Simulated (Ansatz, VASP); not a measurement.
**ZrB: VASP beside Ansatz**

The input INCAR:

```
PREC = Accurate
ENCUT = 520
EDIFF = 1E-6
ISMEAR = 1
SIGMA = 0.1
LREAL = False
LASPH = True
NELM = 80
ALGO = Normal
ISIF = 2
LWAVE = False
LCHARG = False
GGA = PE
IVDW = 13
NBANDS = 14
```

File KPOINTS:

```
regular mesh
0
Gamma
  10 10 10
```

Contents of POSCAR:

```
ZrB
1.0
    0.0000000000      2.4886437068      2.4886437068
    2.4886437068      0.0000000000      2.4886437068
    2.4886437068      2.4886437068      0.0000000000
Zr B
1 1
Direct
    0.5000000000      0.5000000000      0.5000000000
    0.0000000000      0.0000000000      0.0000000000
```

Input for Ansatz:

```yaml
crystal:
  lattice:
    - [0.0, 2.4886437067915774, 2.4886437067915774]
    - [2.4886437067915774, 0.0, 2.4886437067915774]
    - [2.4886437067915774, 2.4886437067915774, 0.0]
  atoms:
    - { symbol: Zr, position: [0.5, 0.5, 0.5] }
    - { symbol: B, position: [0.0, 0.0, 0.0] }
basis:
  ecutwfc: 489.804952427784
kpoints:
  mp_grid:
    grid: [10, 10, 10]
hamiltonian:
  xc: pbe
  dispersion: d4
scf:
  max_iter: 80
  occupations:
    method: cold
    width: 0.1
output:
  stress: true
```

Alike in both runs: task single point; functional PBE; dispersion D4; k mesh 10 × 10 × 10; no spin polarisation.

|  | VASP | Ansatz |
| --- | --- | --- |
| version | VASP 6.6.1 | Ansatz 0.2.0 |
| potentials or method | VASP PAW PBE potentials, release 64 (Zr_sv, B), cutoff 520 eV | plane waves, PAW |
| occupations | methfessel-paxton of order 1, width 0.1 eV | cold, width 0.1 eV |
| valence electrons in the cell | 15 | 15 |

Ansatz gave:

| Property | Result |
| --- | --- |
| pressure (GPa) | -9.6 |

**Question.** What did VASP give for the same quantities?

**Answer.** Pressure (GPa): -9.5.
